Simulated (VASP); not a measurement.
In, 1 atom in the cell. Symmetry: I4/mmm, No. 139, tetragonal system. The conventional cell has a = 3.151 Å, b = 3.151 Å, c = 5.272 Å, α = 90.00°, β = 90.00°, γ = 90.00°. In (site symmetry 4/mmm) has 12 In at 3.15 to 3.45 Å within 4.1 Å.  This cell differs from its parent crystal: ratio of the length along z to the lengths across it x 1.1, volume and fractional coordinates fixed.

- Program: VASP 6.6.1
- Task: single point
- Functional: PBE
- Potentials or basis: VASP PAW PBE potentials, release 64 (In_d)
- Cutoff: 520 eV
- k mesh: 22 × 22 × 22
- Occupations: gaussian, width 0.15 eV
- Spin: no spin polarisation
- Dipole correction: no
- Further INCAR settings: ALGO = Fast; EDIFF = 1e-06; NBANDS = 12

Potentials or basis: VASP PAW PBE potentials, release 64 (In_d).

Launch:

```console
$ cat potpaw_PBE.64/In_d/POTCAR > POTCAR
$ mpirun -np 1 vasp_std > vasp.out
```

Hardware: 1 thread of Intel(R) Xeon(R) 6975P-C (Granite Rapids), on a shared host.

Problem. How long does it take, and how much memory?

Solution. Wall time 2.2 min on 1 thread of Intel(R) Xeon(R) 6975P-C (Granite Rapids), with other jobs on the host, peak memory 0.36 GiB. Counts: scf iterations 13, k points 834.
